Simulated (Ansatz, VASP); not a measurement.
## Two plane-wave programs on TiMoSe4

```
Ti Mo Se
1.0
     3.44769    0.00000    0.00000
    -1.72385    2.98579    0.00000
     0.00000    0.00000   13.72067
Ti Mo Se
1 1 4
Cartesian
  0.0000 0.0000 0.0000
  0.0000 0.0000 6.8603
  1.7238 0.9953 12.1251
  0.0000 1.9905 1.5955
  1.7238 0.9953 5.2279
  0.0000 1.9905 8.4928
```

Alike in both runs: functional PBE; k mesh 4 × 4 × 1; occupations gaussian, width 0.15 eV; collinear spin.

Ansatz relaxed the structure, and its values are those at the end. VASP's run is a single point on that final structure, the one shown.

|  | VASP | Ansatz |
| --- | --- | --- |
| version | VASP 6.6.1 | Ansatz 0.2.0 |
| potentials or method | VASP PAW PBE potentials, release 64 (Ti_sv, Mo_sv, Se), cutoff 520 eV | scalar-relativistic, plane waves, PAW |
| valence electrons in the cell | 50 | 90 |

|  | VASP | Ansatz | Ansatz less VASP |
| --- | --- | --- | --- |
| gap on the k mesh at the Fermi level (eV) | none | none | - |
| pressure (GPa) | -0.1 | -0.2 | -0.14 |
| rms of the force components (eV/Å) | 0.012 | 0.015 | +0.0038 |
| net moment per atom (μB) | 0.00 | 0.00 | 0.000 |

A gap of «none» marks a metal or a gap that the smearing closes. VASP's potentials hold 50 valence electrons a cell and Ansatz's 90, so a difference there can come from the potentials and not from the codes. Ansatz's warnings: seeded moment not kept.

The k mesh is coarse, so the values compare programs but aren't converged.
